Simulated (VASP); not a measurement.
# Cu in VASP: notebook, part 2 of 2

VASP 6.6.1. The steps go on from the part before.

## 4. Single point, PBE (equal xy, yz and zx shear strains of +1 %)

The input, INCAR:

```
PREC = Accurate ; ENCUT = 520
EDIFF = 1E-7 ; ISMEAR = -1
SIGMA = 0.08 ; LREAL = False
LASPH = True ; NELM = 100
ALGO = Normal ; ISIF = 2
LWAVE = False ; LCHARG = True
GGA = PE ; LELF = True
LVHAR = True ; NBANDS = 12
```

The input, KPOINTS:

```
regular mesh
0
Gamma
  19 19 19
```

The input, POSCAR:

```
Cu
1.0
    0.0180750000      1.8165375000      1.8165375000
    1.8165375000      0.0180750000      1.8165375000
    1.8165375000      1.8165375000      0.0180750000
Cu
1
Direct
    0.0000000000      0.0000000000      0.0000000000
```

Potentials or basis: VASP PAW PBE potentials, release 64 (Cu).

The run is started by

```bash
> cat potpaw_PBE.64/Cu/POTCAR > POTCAR
> mpirun -np 1 vasp_std > vasp.out
```

OUTCAR:

```text
PREC = Accurate
   ENCUT = 520
   EDIFF = 1E-7
   ISMEAR = -1
   LREAL = False
   LASPH = True
   NELM = 100
   ISIF = 2
   GGA = PE

 ion  position               nearest neighbor table
   1  0.000  0.000  0.000-

  LATTYP: Found a trigonal (rhomboedric) cell.
 ALAT       =     2.5690355551
 COS(alpha) =     0.5099250056

  Lattice vectors:

 A1 = (   0.0180750000,   1.8165375000,   1.8165375000)
 A2 = (   1.8165375000,   0.0180750000,   1.8165375000)
 A3 = (   1.8165375000,   1.8165375000,   0.0180750000)

Analysis of symmetry for initial positions (statically):
=====================================================================
 Subroutine PRICEL returns:
 Original cell was already a primitive cell.

 Routine SETGRP: Setting up the symmetry group for a
 trigonal (rhombohedral) supercell.

 Subroutine GETGRP returns: Found 12 space group operations
 (whereof 12 operations were pure point group operations)
 out of a pool of 12 trial point group operations.

The static configuration has the point symmetry D_3d.

Analysis of symmetry for dynamics (positions and initial velocities):
=====================================================================
 Subroutine PRICEL returns:
 Original cell was already a primitive cell.

 Routine SETGRP: Setting up the symmetry group for a
 trigonal (rhombohedral) supercell.

 Subroutine GETGRP returns: Found 12 space group operations
 (whereof 12 operations were pure point group operations)
 out of a pool of 12 trial point group operations.

The dynamic configuration has the point symmetry D_3d.

 Subroutine INISYM returns: Found 12 space group operations
 (whereof 12 operations are pure point group operations),
 and found     1 'primitive' translations

----------------------------------------------------------------------------------------

[... 113 lines left out ...]
  Thomas-Fermi vector in A             =   2.696195
   LORBIT       =      0    0 simple, 1 ext, 2 COOP (PROOUT), +10 PAW based schemes
   GGA     = PE    functional components
   LHFCALC =     F    Hartree Fock is set to
   AEXX    =    0.0000 exact exchange contribution
   IVDW    =     0    specifies the selected vdW correction
   LEPSILON=     F    determine dielectric tensor
   LRPA    =     F    only Hartree local field effects (RPA)
 non-spin polarized calculation
  energy-cutoff  :      520.00
  volume of cell :       11.81
 maximum number of plane-waves:       331
   NGX =  9   NGY =  9   NGZ =  9

 number of electron      11.0000001 magnetization

 Free energy of the ion-electron system (eV)
  ---------------------------------------------------
  ext. energy  EPLUGINS =         0.00000000
  ---------------------------------------------------
  free energy    TOTEN  =        -3.72753203 eV

  energy without entropy =       -3.72030262  energy(sigma->0) =       -3.72391732

 E-fermi :   7.6276     XC(G=0): -12.7268

 val. band max:        7.6155823737   @ k =  -0.4737   0.2632   0.2632
 cond. band min:       7.6344632748   @ k =  -0.4737   0.3684   0.3158
 fundamental gap:      0.0188809010
 Fermi energy:         7.6275648452

 k-point     1 :       0.0000    0.0000    0.0000
  band No.  band energies     occupation
      1      -1.7657      2.00000
      2       4.5022      2.00000
      3       4.5772      2.00000
      4       4.5772      2.00000
      5       5.3767      2.00000
      6       5.3767      2.00000
      7      30.1308      0.00000
      8      32.3902      0.00000
      9      33.0740      0.00000
     10      33.0740      0.00000
     11      34.8892      0.00000
     12      35.5237      0.00000
[... 331 lines left out ...]
 k-point    24 :      -0.2632    0.0526   -0.0000
  band No.  band energies     occupation
      1       0.9290      2.00000
      2       4.2946      2.00000
      3       4.6648      2.00000
      4       4.7358      2.00000
      5       5.4183      2.00000
      6       5.6758      2.00000
      7      18.7472      0.00000
      8      27.5631      0.00000
      9      30.5090      0.00000
     10      31.7332      0.00000
     11      33.9421      0.00000
     12      35.3356      0.00000

 [... further k-points ...]

------------------------ aborting loop because EDIFF is reached ----------------------------------------

  FORCE on cell =-STRESS in cart. coord.  units (eV):
  Direction    XX          YY          ZZ          XY          YZ          ZX
  --------------------------------------------------------------------------------------
  -------------------------------------------------------------------------------------
  Total        0.1695618      0.1695618      0.1695618     -0.0554500     -0.0554500     -0.0554500
  in kB       23.0041533     23.0041533     23.0041533     -7.5227969     -7.5227969     -7.5227969
  external PRESSURE =      23.0041533 kB  Pullay stress =       0.0000000 kB

 VOLUME and BASIS-vectors are now :
 -----------------------------------------------------------------------------
  energy-cutoff  :      520.00
  volume of cell :       11.81
      direct lattice vectors                 reciprocal lattice vectors
     0.018075000  1.816537500  1.816537500    -0.279391562  0.276638936  0.276638936
     1.816537500  0.018075000  1.816537500     0.276638936 -0.279391562  0.276638936
     1.816537500  1.816537500  0.018075000     0.276638936  0.276638936 -0.279391562

 POSITION                                       TOTAL-FORCE (eV/Angst)
 -----------------------------------------------------------------------------------
      0.00000      0.00000      0.00000        -0.000000      0.000000      0.000000
 -----------------------------------------------------------------------------------
    total drift:                               -0.000000     -0.000000     -0.000000

  FREE ENERGIE OF THE ION-ELECTRON SYSTEM (eV)
  ---------------------------------------------------
  free  energy   TOTEN  =        -3.7275320257 eV

  energy  without entropy=       -3.7203026218  energy(sigma->0) =       -3.72391732
```

stdout:

```text
POSCAR found type information on POSCAR Cu
 POSCAR found :  1 types and       1 ions
 scaLAPACK will be used
 LDA part: xc-table for (Slater+PW92), standard interpolation
 POSCAR, INCAR and KPOINTS ok, starting setup
 FFT: planning ... GRIDC
 FFT: planning ... GRID_SOFT
 FFT: planning ... GRID
 WAVECAR not read
 entering main loop
```

Run time: 51 s. Hardware: 1 thread of AMD EPYC 9R45 (Zen 5), shared host; peak memory 0.17 GiB.

What came out:

```
Free energy : -3.7275 eV
Pressure    : 2.3 GPa
```

Stress tensor (GPa, compression positive):
```
 2.30 -0.75 -0.75
-0.75  2.30 -0.75
-0.75 -0.75  2.30
```

Caveat: the cell differs from its parent crystal (equal xy, yz and zx shear strains of +1 %).

## 5. Single point, PBE (equal xy, yz and zx shear strains of +3 %)

The input, INCAR:

```
SYSTEM = Cu
ALGO     = Normal         ! electronic algorithm
EDIFF    = 1E-6           ! SCF threshold, eV
ENCUT    = 520            ! plane-wave cutoff, eV
GGA      = PE             ! functional
ISIF     = 2              ! what is computed and relaxed
ISMEAR   = -1             ! smearing method
LASPH    = .TRUE.         ! aspherical terms in the spheres
LCHARG   = .TRUE.         ! write CHGCAR
LELF     = .TRUE.         ! ELF
LREAL    = .FALSE.        ! projectors in reciprocal space
LVHAR    = .TRUE.       
LWAVE    = .FALSE.        ! write WAVECAR
NBANDS   = 12             ! bands
NELM     = 100            ! most SCF steps
PREC     = Accurate       ! precision mode
SIGMA    = 0.08           ! smearing width, eV
```

The input, KPOINTS:

```
k-points
0
G
  19 19 19
  0 0 0
```

The input, POSCAR:

```
Cu
1.0
    0.0542250000      1.8346125000      1.8346125000
    1.8346125000      0.0542250000      1.8346125000
    1.8346125000      1.8346125000      0.0542250000
Cu
1
Direct
    0.0000000000      0.0000000000      0.0000000000
```

Potentials or basis: VASP PAW PBE potentials, release 64 (Cu).

The run is started by

```bash
> cat potpaw_PBE.64/Cu/POTCAR > POTCAR
> mpirun -np 1 vasp_std > vasp.out
```

OUTCAR:

```text
SYSTEM = Cu
   EDIFF = 1E-6
   ENCUT = 520
   GGA = PE
   ISIF = 2
   ISMEAR = -1
   LASPH = .TRUE.
   LREAL = .FALSE.
   NELM = 100
   PREC = Accurate

 ion  position               nearest neighbor table
   1  0.000  0.000  0.000-

  LATTYP: Found a trigonal (rhomboedric) cell.
 ALAT       =     2.5951004607
 COS(alpha) =     0.5293254421

  Lattice vectors:

 A1 = (   0.0542250000,   1.8346125000,   1.8346125000)
 A2 = (   1.8346125000,   0.0542250000,   1.8346125000)
 A3 = (   1.8346125000,   1.8346125000,   0.0542250000)

Analysis of symmetry for initial positions (statically):
=====================================================================
 Subroutine PRICEL returns:
 Original cell was already a primitive cell.

 Routine SETGRP: Setting up the symmetry group for a
 trigonal (rhombohedral) supercell.

 Subroutine GETGRP returns: Found 12 space group operations
 (whereof 12 operations were pure point group operations)
 out of a pool of 12 trial point group operations.

The static configuration has the point symmetry D_3d.

Analysis of symmetry for dynamics (positions and initial velocities):
[... 160 lines left out ...]
 fundamental gap:      0.0344310424
 Fermi energy:         7.6218995366

 k-point     1 :       0.0000    0.0000    0.0000
  band No.  band energies     occupation
      1      -1.7623      2.00000
      2       4.4070      2.00000
      3       4.6200      2.00000
      4       4.6200      2.00000
      5       5.3968      2.00000
      6       5.3968      2.00000
      7      29.6394      0.00000
      8      31.9801      0.00000
      9      33.5996      0.00000
     10      33.5996      0.00000
     11      33.9939      0.00000
     12      35.9680      0.00000
[... 331 lines left out ...]
 k-point    24 :      -0.2632    0.0526    0.0000
  band No.  band energies     occupation
      1       0.9773      2.00000
      2       4.3090      2.00000
      3       4.6017      2.00000
      4       4.8286      2.00000
      5       5.3983      2.00000
      6       5.6865      2.00000
      7      18.9853      0.00000
      8      27.7868      0.00000
      9      29.8112      0.00000
     10      31.7817      0.00000
     11      33.6754      0.00000
     12      35.1964      0.00000

 [... further k-points ...]
[... 5 lines left out ...]
  --------------------------------------------------------------------------------------
  -------------------------------------------------------------------------------------
  Total        0.2019734      0.2019734      0.2019734     -0.1770875     -0.1770875     -0.1770875
  in kB       27.4176418     27.4176418     27.4176418    -24.0394191    -24.0394191    -24.0394191
  external PRESSURE =      27.4176418 kB  Pullay stress =       0.0000000 kB

 VOLUME and BASIS-vectors are now :
 -----------------------------------------------------------------------------
  energy-cutoff  :      520.00
  volume of cell :       11.80
      direct lattice vectors                 reciprocal lattice vectors
     0.054225000  1.834612500  1.834612500    -0.284927609  0.276747869  0.276747869
     1.834612500  0.054225000  1.834612500     0.276747869 -0.284927609  0.276747869
     1.834612500  1.834612500  0.054225000     0.276747869  0.276747869 -0.284927609

 POSITION                                       TOTAL-FORCE (eV/Angst)
 -----------------------------------------------------------------------------------
      0.00000      0.00000      0.00000         0.000000     -0.000000     -0.000000
 -----------------------------------------------------------------------------------
    total drift:                               -0.000000     -0.000000     -0.000000

  FREE ENERGIE OF THE ION-ELECTRON SYSTEM (eV)
  ---------------------------------------------------
  free  energy   TOTEN  =        -3.7206045284 eV

  energy  without entropy=       -3.7139096336  energy(sigma->0) =       -3.71725708
```

Run time: 51 s. Hardware: 1 thread of AMD EPYC 9R45 (Zen 5), shared host; peak memory 0.17 GiB.

What came out:

- Free energy: -3.7206 eV
- Pressure: 2.7 GPa

Levels at points of the mesh, in eV from the Fermi level:
```tsv
k point	band 4	band 5	band 6	band 7	band 8	band 9
(0.00, 0.00, 0.00)	-3.00	-2.23	-2.23	22.02	24.36	25.98
```

Caveat: the cell differs from its parent crystal (equal xy, yz and zx shear strains of +3 %).

## 6. Single point, PBE (equal xx and yy strain of -3 %)

The input, INCAR:

```
PREC = Accurate
ENCUT = 520
EDIFF = 1E-6
ISMEAR = -1
SIGMA = 0.08
LREAL = F
LASPH = T
NELM = 60
ALGO = Normal
ISIF = 2
LWAVE = F
LCHARG = F
GGA = PE
NBANDS = 12
```

The input, KPOINTS:

```
regular mesh
0
Gamma
  19 19 19
```

The input, POSCAR:

```
Cu
1.0
    0.0000000000      1.7532750000      1.8075000000
    1.7532750000      0.0000000000      1.8075000000
    1.7532750000      1.7532750000      0.0000000000
Cu
1
Direct
    0.0000000000      0.0000000000      0.0000000000
```

Potentials or basis: VASP PAW PBE potentials, release 64 (Cu).

The run is started by

```bash
> cat potpaw_PBE.64/Cu/POTCAR > POTCAR
> mpirun -np 1 vasp_std > vasp.out
```

OUTCAR:

```text
PREC = Accurate
   ENCUT = 520
   EDIFF = 1E-6
   ISMEAR = -1
   LREAL = F
   LASPH = T
   NELM = 60
   ISIF = 2
   GGA = PE

 ion  position               nearest neighbor table
   1  0.000  0.000  0.000-

  LATTYP: Found a body centered tetragonal cell.
 ALAT       =     2.4795052836
 C/A-ratio  =     1.4579521262

  Lattice vectors:

 A1 = (  -1.7532750000,   0.0000000000,   1.8075000000)
 A2 = (   1.7532750000,   0.0000000000,   1.8075000000)
 A3 = (   0.0000000000,   1.7532750000,  -1.8075000000)

Analysis of symmetry for initial positions (statically):
=====================================================================
 Subroutine PRICEL returns:
 Original cell was already a primitive cell.

 Routine SETGRP: Setting up the symmetry group for a
 body centered tetragonal supercell.

 Subroutine GETGRP returns: Found 16 space group operations
 (whereof 16 operations were pure point group operations)
 out of a pool of 16 trial point group operations.

The static configuration has the point symmetry D_4h.

Analysis of symmetry for dynamics (positions and initial velocities):
=====================================================================
 Subroutine PRICEL returns:
 Original cell was already a primitive cell.

 Routine SETGRP: Setting up the symmetry group for a
 body centered tetragonal supercell.

 Subroutine GETGRP returns: Found 16 space group operations
 (whereof 16 operations were pure point group operations)
 out of a pool of 16 trial point group operations.

The dynamic configuration has the point symmetry D_4h.

 Subroutine INISYM returns: Found 16 space group operations
 (whereof 16 operations are pure point group operations),
 and found     1 'primitive' translations

----------------------------------------------------------------------------------------

                                     Primitive cell

  volume of cell :      11.1124

[... 106 lines left out ...]
     AMIX_MAG =   1.60;   BMIX_MAG =  1.00
  volume/ion in A,a.u.               =      11.11        74.99
  Fermi-wavevector in a.u.,A,eV,Ry     =   1.631560  3.083200 36.218526  2.661987
  Thomas-Fermi vector in A             =   2.723675
   LORBIT       =      0    0 simple, 1 ext, 2 COOP (PROOUT), +10 PAW based schemes
   GGA     = PE    functional components
   LHFCALC =     F    Hartree Fock is set to
   AEXX    =    0.0000 exact exchange contribution
   IVDW    =     0    specifies the selected vdW correction
   LEPSILON=     F    determine dielectric tensor
   LRPA    =     F    only Hartree local field effects (RPA)
 non-spin polarized calculation
  energy-cutoff  :      520.00
  volume of cell :       11.11
 maximum number of plane-waves:       318
   NGX =  9   NGY =  9   NGZ =  9

 number of electron      10.9999996 magnetization

 Free energy of the ion-electron system (eV)
  ---------------------------------------------------
  ext. energy  EPLUGINS =         0.00000000
  ---------------------------------------------------
  free energy    TOTEN  =        -3.69501340 eV

  energy without entropy =       -3.68831855  energy(sigma->0) =       -3.69166598

 E-fermi :   8.4193     XC(G=0): -13.0841

 val. band max:        8.3990256838   @ k =  -0.3684   0.0526   0.1579
 cond. band min:       8.4205782442   @ k =   0.4737   0.4211   0.0526
 fundamental gap:      0.0215525604
 Fermi energy:         8.4192938947

 k-point     1 :       0.0000    0.0000    0.0000
  band No.  band energies     occupation
      1      -1.4600      2.00000
      2       5.0313      2.00000
      3       5.1958      2.00000
      4       5.1958      2.00000
      5       5.9571      2.00000
      6       6.1219      2.00000
      7      31.4637      0.00000
      8      34.4592      0.00000
      9      34.6373      0.00000
     10      34.6373      0.00000
     11      37.1048      0.00000
     12      37.1050      0.00000
[... 331 lines left out ...]
 k-point    24 :      -0.2632    0.0526    0.0000
  band No.  band energies     occupation
      1       1.3386      2.00000
      2       4.8399      2.00000
      3       5.2020      2.00000
      4       5.3891      2.00000
      5       6.1155      2.00000
      6       6.3607      2.00000
      7      19.8358      0.00000
      8      28.5357      0.00000
      9      32.4926      0.00000
     10      33.9594      0.00000
     11      36.4278      0.00000
     12      37.3157      0.00000

 [... further k-points ...]
[... 5 lines left out ...]
  --------------------------------------------------------------------------------------
  -------------------------------------------------------------------------------------
  Total        0.9457996      0.9457996      0.7964741      0.0000000      0.0000000     -0.0000000
  in kB      136.3644942    136.3644942    114.8348863      0.0000000      0.0000000     -0.0000000
  external PRESSURE =     129.1879582 kB  Pullay stress =       0.0000000 kB

 VOLUME and BASIS-vectors are now :
 -----------------------------------------------------------------------------
  energy-cutoff  :      520.00
  volume of cell :       11.11
      direct lattice vectors                 reciprocal lattice vectors
     0.000000000  1.753275000  1.807500000    -0.285180591  0.285180591  0.276625173
     1.753275000  0.000000000  1.807500000     0.285180591 -0.285180591  0.276625173
     1.753275000  1.753275000  0.000000000     0.285180591  0.285180591 -0.276625173

 POSITION                                       TOTAL-FORCE (eV/Angst)
 -----------------------------------------------------------------------------------
      0.00000      0.00000      0.00000         0.000000      0.000000      0.000000
 -----------------------------------------------------------------------------------
    total drift:                                0.000000     -0.000000      0.000000

  FREE ENERGIE OF THE ION-ELECTRON SYSTEM (eV)
  ---------------------------------------------------
  free  energy   TOTEN  =        -3.6950134013 eV

  energy  without entropy=       -3.6883185519  energy(sigma->0) =       -3.69166598
```

Wall time 32 s (1 thread of Intel Xeon 6975P-C (Granite Rapids), shared host); peak memory 0.18 GiB.

Results:

| Property | Result |
| --- | --- |
| Free energy | -3.6950 eV |
| Pressure | 12.9 GPa |

Stress tensor (GPa, compression positive):
```
13.64  0.00  0.00
 0.00 13.64  0.00
 0.00  0.00 11.48
```

Caveat: the cell differs from its parent crystal (equal xx and yy strain of -3 %).

## 7. Overview

```tsv
spin	cell	gap on the mesh (eV)	pressure (GPa)
non-collinear, zero start, SOC	a = 2.556 Å, angles 60.0°, 1 atom	-	2.4
off	a = 2.531 Å, angles 61.3°, 1 atom	none	2.5
off	a = 2.569 Å, angles 59.3°, 1 atom	none	2.3
off	a = 2.595 Å, angles 58.0°, 1 atom	none	2.7
off	a = 2.518, b = 2.518, c = 2.480 Å, angles 60.5, 60.5, 59.0°, 1 atom	none	12.9
```

Alike in all rows: task single point; level PBE; potentials or basis VASP PAW PBE potentials, release 64 (Cu); k mesh 19 × 19 × 19; cutoff (eV) 520; smearing fermi-dirac 0.08 eV.

Total energies depend on the potentials used, so only differences within one code and one set of settings carry meaning.
